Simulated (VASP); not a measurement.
# H2CI2 (Fmm2) in VASP: relaxation of shape and atoms at fixed volume with PBE

Aim: the relaxation of shape and atoms at fixed volume of H2CI2 with PBE.

All numbers are computed with VASP 6.6.1; they aren't measurements. Logs are shortened: lines on timing, memory, paths and dates and some standing lists are left out, and cuts for length are marked.

## 1. The cell of the first run

The structure is orthorhombic, space group Fmm2 (No. 42). The conventional cell has a = 8.490 Å, b = 13.243 Å, c = 5.202 Å, α = 90.00°, β = 90.00°, γ = 90.00°. H (site symmetry m) has 1 C at 1.10 Å within 1.5 Å. C (site symmetry mm2) has 2 H at 1.10 Å within 1.5 Å. I (site symmetry m) has 1 C at 2.18 Å and 2 H at 2.72 Å within 2.9 Å.

## 2. Relaxation of shape and atoms at fixed volume, PBE (29.24 Å³/atom)

INCAR reads:

```
SYSTEM = H2CI2
PREC = Accurate ; ENCUT = 600
EDIFF = 1E-6 ; ISMEAR = 0
SIGMA = 0.02 ; LREAL = .FALSE.
LASPH = .TRUE. ; NELM = 100
ALGO = Normal ; ISIF = 4
LWAVE = .FALSE. ; LCHARG = .FALSE.
GGA = PE ; IBRION = 2
NSW = 50 ; EDIFFG = -0.01
```

KPOINTS reads:

```
regular mesh
0
G
  6 6 6
  0 0 0
```

POSCAR reads:

```
H2CI2
1.0
    0.0000000000      6.6214236248      2.6007574596
    4.2450529673      0.0000000000      2.6007574596
    4.2450529673      6.6214236248      0.0000000000
H C I
2 1 2
Direct
    0.7731808918      0.9885362102      0.2268191082
    0.9885362102      0.7731808918      0.0114637898
    0.9989331716      0.9989331716      0.0010668284
    0.3651838948      0.0901858316      0.9098141684
    0.0901858316      0.3651838948      0.6348161052
```

Potentials or basis: VASP PAW PBE potentials, release 64 (H, C, I).

Started as:

```console
$ cat potpaw_PBE.64/H/POTCAR potpaw_PBE.64/C/POTCAR potpaw_PBE.64/I/POTCAR > POTCAR
$ mpirun -np 1 vasp_std > vasp.out
```

OUTCAR:

```text
SYSTEM = H2CI2
   PREC = Accurate
   ENCUT = 600
   EDIFF = 1E-6
   ISMEAR = 0
   LREAL = .FALSE.
   LASPH = .TRUE.
   NELM = 100
   ISIF = 4
   GGA = PE
   IBRION = 2
   NSW = 50
   EDIFFG = -0.01

 ion  position               nearest neighbor table
   1  0.773  0.989  0.227-   3 1.10
   2  0.989  0.773  0.011-   3 1.10
   3  0.999  0.999  0.001-   1 1.10   2 1.10   4 2.18   5 2.18
   4  0.365  0.090  0.910-   3 2.18
   5  0.090  0.365  0.635-   3 2.18

  LATTYP: Found a face centered orthorhombic cell.
 ALAT       =     5.2015149192
 B/A-ratio  =     1.6322371591
 C/A-ratio  =     2.5459596782

  Lattice vectors:

 A1 = (   4.2450529673,   6.6214236248,   0.0000000000)
 A2 = (   0.0000000000,   6.6214236248,   2.6007574596)
 A3 = (   4.2450529673,   0.0000000000,   2.6007574596)

Analysis of symmetry for initial positions (statically):
=====================================================================
 Subroutine PRICEL returns:
 Original cell was already a primitive cell.

 Routine SETGRP: Setting up the symmetry group for a
 face centered orthorhombic supercell.

 Subroutine GETGRP returns: Found  4 space group operations
 (whereof  4 operations were pure point group operations)
 out of a pool of  8 trial point group operations.

The static configuration has the point symmetry C_2v.

Analysis of symmetry for dynamics (positions and initial velocities):
=====================================================================
 Subroutine PRICEL returns:
 Original cell was already a primitive cell.

 Routine SETGRP: Setting up the symmetry group for a
 face centered orthorhombic supercell.

 Subroutine GETGRP returns: Found  4 space group operations
 (whereof  4 operations were pure point group operations)
 out of a pool of  8 trial point group operations.

The dynamic configuration has the point symmetry C_2v.

 Subroutine INISYM returns: Found  4 space group operations
 (whereof  4 operations are pure point group operations),
 and found     1 'primitive' translations

----------------------------------------------------------------------------------------

                                     Primitive cell

  volume of cell :     146.2057

  direct lattice vectors                    reciprocal lattice vectors
     0.000000000  6.621423625  2.600757460    -0.117784160  0.075512462  0.192251684
     4.245052967  0.000000000  2.600757460     0.117784160 -0.075512462  0.192251684
     4.245052967  6.621423625  0.000000000     0.117784160  0.075512462 -0.192251684

  length of vectors
     7.113873079  4.978394727  7.865349675     0.237772896  0.237772896  0.237772896

  position of ions in fractional coordinates (direct lattice)
     0.773180892  0.988536210  0.226819108
     0.988536210  0.773180892  0.011463790
     0.998933172  0.998933172  0.001066828
     0.365183895  0.090185832  0.909814168
     0.090185832  0.365183895  0.634816105

  ion indices of the primitive-cell ions
   primitive index   ion index
                 1           1
                 2           2
                 3           3
                 4           4
                 5           5

----------------------------------------------------------------------------------------

 KPOINTS: regular mesh

Automatic generation of k-mesh.
 Grid dimensions read from file:
 generate k-points for:    6    6    6

 Generating k-lattice:

  Cartesian coordinates                     Fractional coordinates (reciprocal lattice)
    -0.019630693  0.012585410  0.032041947     0.166666667  0.000000000  0.000000000
     0.019630693 -0.012585410  0.032041947     0.000000000  0.166666667  0.000000000
     0.019630693  0.012585410 -0.032041947     0.000000000  0.000000000  0.166666667

  Length of vectors
     0.039628816  0.039628816  0.039628816

  Shift w.r.t. Gamma in fractional coordinates (k-lattice)
     0.000000000  0.000000000  0.000000000

 Subroutine IBZKPT returns following result:
 ===========================================

 Found     46 irreducible k-points:

 Following reciprocal coordinates:
            Coordinates               Weight
  0.000000  0.000000  0.000000      1.000000
  0.166667 -0.000000  0.000000      8.000000
  0.333333  0.000000 -0.000000      8.000000
  0.500000  0.000000  0.000000      4.000000
  0.166667  0.166667  0.000000      2.000000
  0.333333  0.166667 -0.000000      8.000000
[... 16 lines left out ...]
 -0.166667  0.166667  0.166667      8.000000
  0.500000  0.333333  0.166667      4.000000
 [... further k-points ...]
   k-points           NKPTS =     46   k-points in BZ     NKDIM =     46   number of bands    NBANDS=     14
   number of dos      NEDOS =    301   number of ions     NIONS =      5
   total plane-waves  NPLWV = 153600
   dimension x,y,z NGX =    60 NGY =   40 NGZ =   64
   dimension x,y,z NGXF=   120 NGYF=   80 NGZF=  128
   ions per type =               2   1   2
   NGX,Y,Z   is equivalent  to a cutoff of  14.02, 13.36, 13.53 a.u.
   NGXF,Y,Z  is equivalent  to a cutoff of  28.04, 26.71, 27.05 a.u.
 SYSTEM =  H2CI2
   PREC   = accura    normal or accurate (medium, high low for compatibility)
   ISTART =      0    job   : 0-new  1-cont  2-samecut
   ICHARG =      2    charge: 1-file 2-atom 10-const
   ISPIN  =      1    spin polarized calculation?
   LNONCOLLINEAR =      F non collinear calculations
   LSORBIT =      F    spin-orbit coupling
   LASPH  =      T    aspherical Exc in radial PAW
   ENCUT  =  600.0 eV  44.10 Ry    6.64 a.u.  14.21  9.94 15.71*2*pi/ulx,y,z
   NELM   =    100;   NELMIN=  2; NELMDL= -5     # of ELM steps
   EDIFF  = 0.1E-05   stopping-criterion for ELM
   LREAL  =      F    real-space projection
   EDIFFG = -.1E-01   stopping-criterion for IOM
   NSW    =     50    number of steps for IOM
   IBRION =      2    ionic relax: 0-MD 1-quasi-New 2-CG
   NFREE  =      1    steps in history (QN), initial steepest desc. (CG)
   ISIF   =      4    stress and relaxation
   ISYM   =      2    0-nonsym 1-usesym 2-fastsym
   POTIM  = 0.5000    time-step for ionic-motion
   TEBEG  =    0.0;   TEEND  =   0.0 temperature during run
   PSTRESS=    0.0 pullay stress
   NELECT =      20.0000    total number of electrons
   NUPDOWN=      -1.0000    fix difference up-down
   EMIN   =  10.00;   EMAX   =-10.00  energy-range for DOS
   EFERMI =   0.00;   METHOD = LEGACY
   ISMEAR =     0;   SIGMA  =   0.02  broadening in eV -4-tet -1-fermi 0-gaus
   EFERMI_NEDOS =   21; number of points for ismear=-14 and -15
   IALGO  =     38    algorithm
   IMIX   =      4    mixing-type and parameters
     AMIX     =   0.40;   BMIX     =  1.00
     AMIX_MAG =   1.60;   BMIX_MAG =  1.00
  volume/ion in A,a.u.               =      29.24       197.33
  Fermi-wavevector in a.u.,A,eV,Ry     =   0.843523  1.594027  9.680958  0.711530
  Thomas-Fermi vector in A             =   1.958404
   LORBIT       =      0    0 simple, 1 ext, 2 COOP (PROOUT), +10 PAW based schemes
   GGA     = PE    functional components
   LHFCALC =     F    Hartree Fock is set to
   AEXX    =    0.0000 exact exchange contribution
   IVDW    =     0    specifies the selected vdW correction
   LEPSILON=     F    determine dielectric tensor
   LRPA    =     F    only Hartree local field effects (RPA)
 conjugate gradient relaxation of ions
 non-spin polarized calculation
 Gauss-broadening in eV      SIGMA  =   0.02
  energy-cutoff  :      600.00
  volume of cell :      146.21
 maximum number of plane-waves:      4906
 NGX is ok and might be reduce to    60
   NGX = 29   NGY = 19   NGZ = 31

--------------------------------------- Ionic step        1  -------------------------------------------

 number of electron      20.0000000 magnetization

 Free energy of the ion-electron system (eV)
  ---------------------------------------------------
  ext. energy  EPLUGINS =         0.00000000
  ---------------------------------------------------
  free energy    TOTEN  =       -18.65825321 eV

  energy without entropy =      -18.65825321  energy(sigma->0) =      -18.65825321

------------------------ aborting loop because EDIFF is reached ----------------------------------------

  FORCE on cell =-STRESS in cart. coord.  units (eV):
  Direction    XX          YY          ZZ          XY          YZ          ZX
  --------------------------------------------------------------------------------------
  -------------------------------------------------------------------------------------
  Total       -0.5549386     -1.0636274     -0.7433160      0.0000000      0.0000000      0.0000000
  in kB       -6.0812263    -11.6556298     -8.1455372      0.0000000      0.0000000      0.0000000
  external PRESSURE =      -8.6274644 kB  Pullay stress =       0.0000000 kB
[... 98 lines left out ...]
  FREE ENERGIE OF THE ION-ELECTRON SYSTEM (eV)
  ---------------------------------------------------
  free  energy   TOTEN  =       -18.6664831329 eV

  energy  without entropy=      -18.6664831329  energy(sigma->0) =      -18.66648313

[... ionic steps 4 to 8 ...]

--------------------------------------- Ionic step        9  -------------------------------------------

 number of electron      20.0000000 magnetization

------------------------ aborting loop because EDIFF is reached ----------------------------------------
[... 73 lines left out ...]
--------------------------------------- Ionic step       11  -------------------------------------------

 number of electron      20.0000000 magnetization

 Free energy of the ion-electron system (eV)
  ---------------------------------------------------
  ext. energy  EPLUGINS =         0.00000000
  ---------------------------------------------------
  free energy    TOTEN  =       -18.66813064 eV

  energy without entropy =      -18.66813064  energy(sigma->0) =      -18.66813064

 E-fermi :  -0.4998     XC(G=0):  -6.6839

 val. band max:       -0.6188509016   @ k =   0.0000   0.0000   0.0000
 cond. band min:       2.3872791212   @ k =   0.5000   0.0000   0.5000
 fundamental gap:      3.0061300228
 Fermi energy:        -0.4998025810

 k-point     1 :       0.0000    0.0000    0.0000
  band No.  band energies     occupation
      1     -14.0361      2.00000
      2     -11.8455      2.00000
      3     -10.1795      2.00000
      4      -5.7474      2.00000
      5      -4.6463      2.00000
      6      -3.6784      2.00000
      7      -1.1933      2.00000
      8      -0.8383      2.00000
      9      -0.7247      2.00000
     10      -0.6189      2.00000
     11       2.5778      0.00000
     12       4.1913      0.00000
     13       4.3262      0.00000
     14       5.8054      0.00000
[... 377 lines left out ...]
      1     -13.9189      2.00000
      2     -11.9423      2.00000
      3     -10.1238      2.00000
      4      -5.9465      2.00000
      5      -4.4448      2.00000
      6      -3.9123      2.00000
      7      -1.5750      2.00000
      8      -1.4772      2.00000
      9      -0.9292      2.00000
     10      -0.8462      2.00000
     11       2.9829      0.00000
     12       4.1065      0.00000
     13       6.2377      0.00000
     14       6.2685      0.00000

 [... further k-points ...]
[... 5 lines left out ...]
  --------------------------------------------------------------------------------------
  -------------------------------------------------------------------------------------
  Total       -0.0824251     -0.1281087     -0.1118264      0.0000000      0.0000000      0.0000000
  in kB       -0.9032453     -1.4038633     -1.2254354      0.0000000      0.0000000      0.0000000
  external PRESSURE =      -1.1775147 kB  Pullay stress =       0.0000000 kB
[... 20 lines left out ...]
  FREE ENERGIE OF THE ION-ELECTRON SYSTEM (eV)
  ---------------------------------------------------
  free  energy   TOTEN  =       -18.6681306362 eV

  energy  without entropy=      -18.6681306362  energy(sigma->0) =      -18.66813064

 reached required accuracy - stopping structural energy minimisation
```

Wall time 13 min (1 thread of Intel Xeon Platinum 8259CL at 2.50GHz (Skylake/Cascade Lake), shared host); peak memory 0.5 GiB.

What came out:

| Quantity | Value |
| --- | --- |
| Free energy | -18.6681 eV |
| Energy gained by relaxing | 2.0 meV/atom |
| Ionic steps | 11 |
| Pressure after relaxing | -0.1 GPa |
| Largest force after relaxing | 0.006 eV/Å |
| Band gap on the k mesh | 3.01 eV (least direct gap 3.10 eV) |

Forces in eV/Å, atoms in the order of the input:
```
H    0.005  0.000 -0.001
H   -0.005  0.000 -0.001
C    0.000  0.000 -0.004
I    0.000  0.005  0.003
I    0.000 -0.005  0.003
```

The path:
```tsv
step	energy change (eV)	largest force (eV/Å)	pressure (GPa)	volume (Å³)
1	0.0000	0.3252	-0.86	146.21
2	-0.0078	0.3503	-0.09	146.21
3	-0.0082	0.2687	-0.23	146.21
4	-0.0074	0.2981	0.00	146.21
5	-0.0097	0.0193	-0.13	146.21
6	-0.0097	0.0234	-0.13	146.21
7	-0.0098	0.0132	-0.14	146.21
8	-0.0098	0.0155	-0.15	146.21
9	-0.0099	0.0141	-0.13	146.21
10	-0.0099	0.0128	-0.13	146.21
11	-0.0099	0.0063	-0.12	146.21
```

Final structure:
```
H C I
1.0
     0.00000    6.59863    2.59923
     4.26222    0.00000    2.59923
     4.26222    6.59863    0.00000
H C I
2 1 2
Direct
  0.77633 0.98872 0.22367
  0.98872 0.77633 0.01128
  0.99971 0.99971 0.00029
  0.36237 0.08889 0.91111
  0.08889 0.36237 0.63763
```

Caveat: this functional lacks dispersion, which holds the molecules together, so the pressure and a relaxed volume are unreliable; spin-orbit coupling is left out, which moves the levels of the heavy elements. A k mesh can miss the band edges.
